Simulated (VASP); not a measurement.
# GaSb3: single point with r2SCAN

Crystal: GaSb3.

```
Ga Sb
1.0
     0.00000    3.78323    3.78323
     3.78323    0.00000    3.78323
     3.78323    3.78323    0.00000
Ga Sb
1 3
Direct
  0.00000 0.00000 0.00000
  0.25000 0.25000 0.25000
  0.75000 0.75000 0.75000
  0.50000 0.50000 0.50000
```

This cell differs from its parent crystal: functional r2SCAN, strained.

| Quantity | Value |
| --- | --- |
| Program | VASP 6.6.1 |
| Task | single point |
| Functional | r2SCAN |
| Potentials or basis | VASP PAW PBE potentials, release 64 (Ga_d, Sb) |
| Cutoff | 520 eV |
| k mesh | 10 × 10 × 10 |
| Occupations | gaussian, width 0.1 eV |
| Spin | no spin polarisation |

```yaml
Pressure: -3.5 GPa
Band_gap_on_the_k_mesh: zero (band 14 reaches 8.14 eV, above the bottom of band 15 at 4.49 eV)
```

Levels at points of the mesh, in eV from the Fermi level:
```tsv
k point	band 10	band 11	band 12	band 13	band 14	band 15	band 16	band 17	band 18	band 19
(0.00, 0.00, 0.00)	-2.55	-2.55	-2.55	-2.41	-2.41	-2.41	-0.66	-0.66	-0.66	3.95
(0.50, 0.00, 0.00)	-3.57	-3.57	-2.58	-2.58	-0.48	-0.07	2.14	2.14	3.15	3.15
(0.50, 0.50, 0.00)	-5.18	-5.18	0.65	0.94	0.97	0.97	1.88	1.88	1.94	3.80
```

Wall time 2.2 min on 1 thread of Intel(R) Xeon(R) 6975P-C (Granite Rapids), on a shared host, peak memory 0.32 GiB.

Caveat: the cell differs from its parent crystal (functional r2SCAN, strained); the PAW data sets were made with another functional, which shifts forces and pressure a little; spin-orbit coupling is left out, which moves the levels of the heavy elements.
